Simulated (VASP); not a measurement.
A run of VASP 6.6.1 is set up as follows.

Contents of INCAR:

```
SYSTEM = Cl
  ALGO = Normal
  EDIFF = 1E-6
  EDIFFG = -0.01
  ENCUT = 600
  GGA = PE
  IBRION = 2
  ISIF = 3
  ISMEAR = 0
  LASPH = .TRUE.
  LCHARG = .FALSE.
  LREAL = .FALSE.
  LWAVE = .FALSE.
  NELM = 60
  NSW = 60
  PREC = Accurate
  PSTRESS = 80.0
  SIGMA = 0.01
```

File KPOINTS:

```
k-points
0
G
  6 6 2
  0 0 0
```

Contents of POSCAR:

```
Cl
1.0
    3.1450000000     -2.2500000000      0.0000000000
    3.1450000000      2.2500000000      0.0000000000
    0.0000000000      0.0000000000      8.2100000000
Cl
4
Direct
    0.8700000000      0.1300000000      0.1000000000
    0.6300000000      0.3700000000      0.6000000000
    0.1300000000      0.8700000000      0.9000000000
    0.3700000000      0.6300000000      0.4000000000
```

Potentials or basis: VASP PAW PBE potentials, release 64 (Cl).

Launch:

```sh
$ cat potpaw_PBE.64/Cl/POTCAR > POTCAR
$ mpirun -np 1 vasp_std > vasp.out
```

(1) What does it give for the relaxed volume?

(2) Estimate the band gap on the k mesh.

Results:

(1) 20.33 Å³/atom.

(2) 2.15 eV (least direct gap 2.25 eV).

Caveat: the cell is relaxed towards a set pressure, so the run minimises the enthalpy, not the energy; the volume moved by over 15 % at a fixed basis, so the end points are rough; this functional lacks dispersion, which holds the molecules together, so the pressure and a relaxed volume are unreliable.
